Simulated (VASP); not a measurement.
# Mg (I4/mmm) in VASP: further runs

The runs below take Mg through single point, with PBE.

Program: VASP 6.6.1. These are calculated values, not measurements. Logs are shortened: lines on timing, memory, paths and dates and some standing lists are left out, and cuts for length are marked.

## (1) The cell of the first run

The structure is tetragonal, space group I4/mmm (No. 139). The conventional cell has a = 3.643 Å, b = 3.643 Å, c = 3.185 Å, α = 90.00°, β = 90.00°, γ = 90.00°. Mg (site symmetry 4/mmm) has 14 Mg at 3.03 to 3.64 Å within 4.0 Å.

## (2) Single point, PBE (volume 21.138 Å^3 an atom, c/a of the conventional cell 0.8741)

The input, INCAR:

```
SYSTEM = Mg
PREC = Accurate ; ENCUT = 520
EDIFF = 1E-7 ; ISMEAR = 0
SIGMA = 0.15 ; LREAL = .False.
LASPH = .True. ; NELM = 60
ALGO = Normal ; ISIF = 2
LWAVE = .False. ; LCHARG = .False.
GGA = PE ; NBANDS = 7
```

The input, KPOINTS:

```
regular mesh
0
Gamma
  20 20 20
  0 0 0
```

The input, POSCAR:

```
Mg
1.0
   -1.8217170680      1.8217170680      1.5923628891
    1.8217170680     -1.8217170680      1.5923628891
    1.8217170680      1.8217170680     -1.5923628891
Mg
1
Direct
    0.0000000000      0.0000000000      0.0000000000
```

Potentials or basis: VASP PAW PBE potentials, release 64 (Mg).

The run is started by

```sh
> cat potpaw_PBE.64/Mg/POTCAR > POTCAR
> mpirun -np 1 vasp_std > vasp.out
```

OUTCAR:

```text
SYSTEM = Mg
   PREC = Accurate
   ENCUT = 520
   EDIFF = 1E-7
   ISMEAR = 0
   LREAL = .False.
   LASPH = .True.
   NELM = 60
   ISIF = 2
   GGA = PE

 ion  position               nearest neighbor table
   1  0.000  0.000  0.000-

  LATTYP: Found a body centered tetragonal cell.
 ALAT       =     3.6434341360
 C/A-ratio  =     0.8741000000

  Lattice vectors:

 A1 = (  -1.8217170680,   1.8217170680,   1.5923628891)
 A2 = (   1.8217170680,  -1.8217170680,   1.5923628891)
 A3 = (   1.8217170680,   1.8217170680,  -1.5923628891)

Analysis of symmetry for initial positions (statically):
=====================================================================
 Subroutine PRICEL returns:
 Original cell was already a primitive cell.

 Routine SETGRP: Setting up the symmetry group for a
 body centered tetragonal supercell.

 Subroutine GETGRP returns: Found 16 space group operations
 (whereof 16 operations were pure point group operations)
 out of a pool of 16 trial point group operations.

The static configuration has the point symmetry D_4h.

Analysis of symmetry for dynamics (positions and initial velocities):
=====================================================================
 Subroutine PRICEL returns:
 Original cell was already a primitive cell.

 Routine SETGRP: Setting up the symmetry group for a
 body centered tetragonal supercell.

 Subroutine GETGRP returns: Found 16 space group operations
 (whereof 16 operations were pure point group operations)
 out of a pool of 16 trial point group operations.

The dynamic configuration has the point symmetry D_4h.

 Subroutine INISYM returns: Found 16 space group operations
 (whereof 16 operations are pure point group operations),
 and found     1 'primitive' translations

----------------------------------------------------------------------------------------

                                     Primitive cell

  volume of cell :      21.1380

  direct lattice vectors                    reciprocal lattice vectors
    -1.821717068  1.821717068  1.592362889     0.000000000  0.274466331  0.313998777
     1.821717068 -1.821717068  1.592362889     0.274466331  0.000000000  0.313998777
     1.821717068  1.821717068 -1.592362889     0.274466331  0.274466331  0.000000000

  length of vectors
     3.028683827  3.028683827  3.028683827     0.417045560  0.417045560  0.388154008

  position of ions in fractional coordinates (direct lattice)
     0.000000000  0.000000000  0.000000000

  ion indices of the primitive-cell ions
   primitive index   ion index
                 1           1

----------------------------------------------------------------------------------------

 KPOINTS: regular mesh

Automatic generation of k-mesh.
 Grid dimensions read from file:
 generate k-points for:   20   20   20

 Generating k-lattice:

  Cartesian coordinates                     Fractional coordinates (reciprocal lattice)
     0.000000000  0.013723317  0.015699939     0.050000000  0.000000000  0.000000000
     0.013723317  0.000000000  0.015699939     0.000000000  0.050000000  0.000000000
     0.013723317  0.013723317  0.000000000     0.000000000  0.000000000  0.050000000

  Length of vectors
     0.020852278  0.020852278  0.019407700

  Shift w.r.t. Gamma in fractional coordinates (k-lattice)
     0.000000000  0.000000000  0.000000000

 Subroutine IBZKPT returns following result:
 ===========================================

 Found    641 irreducible k-points:

 Following reciprocal coordinates:
            Coordinates               Weight
  0.000000  0.000000  0.000000      1.000000
  0.050000 -0.000000  0.000000      8.000000
  0.100000 -0.000000  0.000000      8.000000
  0.150000 -0.000000  0.000000      8.000000
  0.200000 -0.000000  0.000000      8.000000
  0.250000 -0.000000  0.000000      8.000000
[... 16 lines left out ...]
 -0.400000  0.050000 -0.000000     16.000000
 -0.350000  0.050000 -0.000000     16.000000
 [... further k-points ...]
   k-points           NKPTS =    641   k-points in BZ     NKDIM =    641   number of bands    NBANDS=      7
   number of dos      NEDOS =    301   number of ions     NIONS =      1
   total plane-waves  NPLWV =  13824
   dimension x,y,z NGX =    24 NGY =   24 NGZ =   24
   dimension x,y,z NGXF=    48 NGYF=   48 NGZF=   48
   ions per type =               1
   NGX,Y,Z   is equivalent  to a cutoff of  13.17, 13.17, 13.17 a.u.
   NGXF,Y,Z  is equivalent  to a cutoff of  26.35, 26.35, 26.35 a.u.
 SYSTEM =  Mg
   PREC   = accura    normal or accurate (medium, high low for compatibility)
   ISTART =      0    job   : 0-new  1-cont  2-samecut
   ICHARG =      2    charge: 1-file 2-atom 10-const
   ISPIN  =      1    spin polarized calculation?
   LNONCOLLINEAR =      F non collinear calculations
   LSORBIT =      F    spin-orbit coupling
   LASPH  =      T    aspherical Exc in radial PAW
   ENCUT  =  520.0 eV  38.22 Ry    6.18 a.u.   5.63  5.63  5.63*2*pi/ulx,y,z
   NELM   =     60;   NELMIN=  2; NELMDL= -5     # of ELM steps
   EDIFF  = 0.1E-06   stopping-criterion for ELM
   LREAL  =      F    real-space projection
   EDIFFG = 0.1E-05   stopping-criterion for IOM
   NSW    =      0    number of steps for IOM
   IBRION =     -1    ionic relax: 0-MD 1-quasi-New 2-CG
   NFREE  =      0    steps in history (QN), initial steepest desc. (CG)
   ISIF   =      2    stress and relaxation
   ISYM   =      2    0-nonsym 1-usesym 2-fastsym
   POTIM  = 0.5000    time-step for ionic-motion
   TEBEG  =    0.0;   TEEND  =   0.0 temperature during run
   PSTRESS=    0.0 pullay stress
   NELECT =       2.0000    total number of electrons
   NUPDOWN=      -1.0000    fix difference up-down
   EMIN   =  10.00;   EMAX   =-10.00  energy-range for DOS
   EFERMI =   0.00;   METHOD = LEGACY
   ISMEAR =     0;   SIGMA  =   0.15  broadening in eV -4-tet -1-fermi 0-gaus
   EFERMI_NEDOS =   21; number of points for ismear=-14 and -15
   IALGO  =     38    algorithm
   IMIX   =      4    mixing-type and parameters
     AMIX     =   0.40;   BMIX     =  1.00
     AMIX_MAG =   1.60;   BMIX_MAG =  1.00
  volume/ion in A,a.u.               =      21.14       142.65
  Fermi-wavevector in a.u.,A,eV,Ry     =   0.745985  1.409708  7.571559  0.556494
  Thomas-Fermi vector in A             =   1.841700
   LORBIT       =      0    0 simple, 1 ext, 2 COOP (PROOUT), +10 PAW based schemes
   GGA     = PE    functional components
   LHFCALC =     F    Hartree Fock is set to
   AEXX    =    0.0000 exact exchange contribution
   IVDW    =     0    specifies the selected vdW correction
   LEPSILON=     F    determine dielectric tensor
   LRPA    =     F    only Hartree local field effects (RPA)
 non-spin polarized calculation
 Gauss-broadening in eV      SIGMA  =   0.15
  energy-cutoff  :      520.00
  volume of cell :       21.14
 maximum number of plane-waves:       590
   NGX = 11   NGY = 11   NGZ = 11

 number of electron       2.0000000 magnetization

 Free energy of the ion-electron system (eV)
  ---------------------------------------------------
  ext. energy  EPLUGINS =         0.00000000
  ---------------------------------------------------
  free energy    TOTEN  =        -1.45838776 eV

  energy without entropy =       -1.45367988  energy(sigma->0) =       -1.45603382

 E-fermi :   3.0877     XC(G=0):  -8.7512

 val. band max:        3.0856444553   @ k =  -0.3000  -0.3500   0.0500
 cond. band min:       3.0906673635   @ k =  -0.4000   0.5000   0.1000
 fundamental gap:      0.0050229083
 Fermi energy:         3.0877388517

 k-point     1 :       0.0000    0.0000    0.0000
  band No.  band energies     occupation
      1      -4.2138      2.00000
      2      14.8992      0.00000
      3      17.2444      0.00000
      4      17.5677      0.00000
      5      17.5677      0.00000
      6      17.8982      0.00000
      7      17.8982      0.00000

 k-point     2 :       0.0500   -0.0000    0.0000
  band No.  band energies     occupation
      1      -4.1482      2.00000
      2      14.6169      0.00000
      3      16.4471      0.00000
      4      17.2000      0.00000
      5      17.4541      0.00000
      6      17.9621      0.00000
      7      18.2250      0.00000

 k-point     3 :       0.1000   -0.0000    0.0000
  band No.  band energies     occupation
      1      -3.9515      2.00000
      2      14.0375      0.00000
      3      15.0585      0.00000
      4      16.1375      0.00000
      5      16.5864      0.00000
      6      18.5673      0.00000
      7      18.8747      0.00000

 k-point     4 :       0.1500   -0.0000    0.0000
  band No.  band energies     occupation
      1      -3.6247      2.00000
      2      13.2760      0.00000
      3      13.4242      0.00000
      4      15.3564      0.00000
      5      15.6837      0.00000
      6      17.9574      0.00000
      7      19.6812      0.00000

 k-point     5 :       0.2000   -0.0000    0.0000
  band No.  band energies     occupation
      1      -3.1692      2.00000
      2      11.4494      0.00000
      3      12.8632      0.00000
      4      14.7200      0.00000
      5      14.8542      0.00000
      6      17.2778      0.00000
      7      20.0928      0.00000
[... 161 lines left out ...]
 k-point    22 :      -0.4500    0.0500   -0.0000
  band No.  band energies     occupation
      1       0.3661      2.00000
      2       4.3246      0.00000
      3      10.6056      0.00000
      4      12.6370      0.00000
      5      13.4155      0.00000
      6      15.8174      0.00000
      7      22.8133      0.00000

 k-point    23 :      -0.4000    0.0500   -0.0000
  band No.  band energies     occupation
      1      -0.6185      2.00000
      2       5.7616      0.00000
      3      10.7263      0.00000
      4      12.9678      0.00000
      5      13.5605      0.00000
      6      16.1654      0.00000
      7      22.5372      0.00000

 k-point    24 :      -0.3500    0.0500   -0.0000
  band No.  band energies     occupation
      1      -1.4945      2.00000
      2       7.3065      0.00000
      3      10.9586      0.00000
      4      13.3869      0.00000
      5      13.8403      0.00000
      6      16.6232      0.00000
      7      22.0915      0.00000

 [... further k-points ...]
[... 5 lines left out ...]
  --------------------------------------------------------------------------------------
  -------------------------------------------------------------------------------------
  Total        0.3988990      0.3988990      0.6140889      0.0000000      0.0000000      0.0000000
  in kB       30.2349759     30.2349759     46.5455227      0.0000000      0.0000000      0.0000000
  external PRESSURE =      35.6718248 kB  Pullay stress =       0.0000000 kB

 VOLUME and BASIS-vectors are now :
 -----------------------------------------------------------------------------
  energy-cutoff  :      520.00
  volume of cell :       21.14
      direct lattice vectors                 reciprocal lattice vectors
    -1.821717068  1.821717068  1.592362889     0.000000000  0.274466331  0.313998777
     1.821717068 -1.821717068  1.592362889     0.274466331  0.000000000  0.313998777
     1.821717068  1.821717068 -1.592362889     0.274466331  0.274466331  0.000000000

 POSITION                                       TOTAL-FORCE (eV/Angst)
 -----------------------------------------------------------------------------------
      0.00000      0.00000      0.00000         0.000000     -0.000000     -0.000000
 -----------------------------------------------------------------------------------
    total drift:                                0.000000      0.000000      0.000000

  FREE ENERGIE OF THE ION-ELECTRON SYSTEM (eV)
  ---------------------------------------------------
  free  energy   TOTEN  =        -1.4583877587 eV

  energy  without entropy=       -1.4536798776  energy(sigma->0) =       -1.45603382
```

It took 18 s on 1 thread of Intel Xeon 6975P-C (Granite Rapids), shared host; peak memory 0.22 GiB.

Results:

```
Free energy            : -1.4584 eV
Pressure               : 3.6 GPa
Band gap on the k mesh : zero (band 1 reaches 6.28 eV, above the bottom of band 2 at 1.56 eV)
```

Stress tensor (GPa, compression positive):
```
3.02 0.00 0.00
0.00 3.02 0.00
0.00 0.00 4.65
```

Levels at points of the mesh, in eV from the Fermi level:
| k point | band 1 | band 2 | band 3 | band 4 | band 5 | band 6 |
| --- | --- | --- | --- | --- | --- | --- |
| (0.00, 0.00, 0.00) | -7.30 | 11.81 | 14.16 | 14.48 | 14.48 | 14.81 |
| (0.50, 0.00, 0.00) | -1.34 | -0.50 | 8.22 | 9.34 | 9.97 | 11.90 |
| (0.50, 0.50, 0.00) | -1.99 | -1.53 | 10.83 | 11.85 | 12.76 | 12.84 |
| (0.50, 0.50, 0.50) | 3.07 | 3.07 | 3.38 | 4.16 | 6.56 | 9.16 |

## (3) Single point, PBE (volume 21.138 Å^3 an atom, c/a of the conventional cell 0.7743)

The input, INCAR:

```
PREC = Accurate
ENCUT = 520
EDIFF = 1E-7
ISMEAR = 0
SIGMA = 0.15
LREAL = False
LASPH = True
NELM = 60
ALGO = Normal
ISIF = 2
LWAVE = False
LCHARG = False
GGA = PE
NBANDS = 7
```

The input, KPOINTS:

```
regular mesh
0
Gamma
  20 20 20
```

The input, POSCAR:

```
Mg
1.0
   -1.8968437051      1.8968437051      1.4687260809
    1.8968437051     -1.8968437051      1.4687260809
    1.8968437051      1.8968437051     -1.4687260809
Mg
1
Direct
    0.0000000000      0.0000000000      0.0000000000
```

Potentials or basis: VASP PAW PBE potentials, release 64 (Mg).

The run is started by

```sh
> cat potpaw_PBE.64/Mg/POTCAR > POTCAR
> mpirun -np 1 vasp_std > vasp.out
```

OUTCAR:

```text
PREC = Accurate
   ENCUT = 520
   EDIFF = 1E-7
   ISMEAR = 0
   LREAL = False
   LASPH = True
   NELM = 60
   ISIF = 2
   GGA = PE

 ion  position               nearest neighbor table
   1  0.000  0.000  0.000-

  LATTYP: Found a body centered tetragonal cell.
 ALAT       =     3.7936874102
 C/A-ratio  =     0.7743000000

  Lattice vectors:

 A1 = (  -1.8968437051,   1.8968437051,   1.4687260809)
 A2 = (   1.8968437051,  -1.8968437051,   1.4687260809)
 A3 = (   1.8968437051,   1.8968437051,  -1.4687260809)

[... 409 lines left out ...]
 k-point    24 :      -0.3500    0.0500   -0.0000
  band No.  band energies     occupation
      1      -1.3805      2.00000
      2       8.0253      0.00000
      3      10.1470      0.00000
      4      12.8307      0.00000
      5      13.8077      0.00000
      6      16.7763      0.00000
      7      21.6095      0.00000

 [... further k-points ...]
[... 5 lines left out ...]
  --------------------------------------------------------------------------------------
  -------------------------------------------------------------------------------------
  Total        0.2818786      0.2818786      1.3198717      0.0000000      0.0000000      0.0000000
  in kB       21.3652892     21.3652892    100.0410853      0.0000000      0.0000000      0.0000000
  external PRESSURE =      47.5905546 kB  Pullay stress =       0.0000000 kB

 VOLUME and BASIS-vectors are now :
 -----------------------------------------------------------------------------
  energy-cutoff  :      520.00
  volume of cell :       21.14
      direct lattice vectors                 reciprocal lattice vectors
    -1.896843705  1.896843705  1.468726081     0.000000000  0.263595782  0.340431076
     1.896843705 -1.896843705  1.468726081     0.263595782  0.000000000  0.340431076
     1.896843705  1.896843705 -1.468726081     0.263595782  0.263595782  0.000000000

 POSITION                                       TOTAL-FORCE (eV/Angst)
 -----------------------------------------------------------------------------------
      0.00000      0.00000      0.00000         0.000000      0.000000      0.000000
 -----------------------------------------------------------------------------------
    total drift:                                0.000000      0.000000      0.000000

  FREE ENERGIE OF THE ION-ELECTRON SYSTEM (eV)
  ---------------------------------------------------
  free  energy   TOTEN  =        -1.4148255350 eV

  energy  without entropy=       -1.4108900324  energy(sigma->0) =       -1.41285778
```

Run time: 18 s. Hardware: 1 thread of Intel Xeon 6975P-C (Granite Rapids), shared host; peak memory 0.21 GiB.

Results:

```
Free energy            : -1.4148 eV
Pressure               : 4.8 GPa
Band gap on the k mesh : zero (band 1 reaches 5.64 eV, above the bottom of band 2 at 1.00 eV)
```
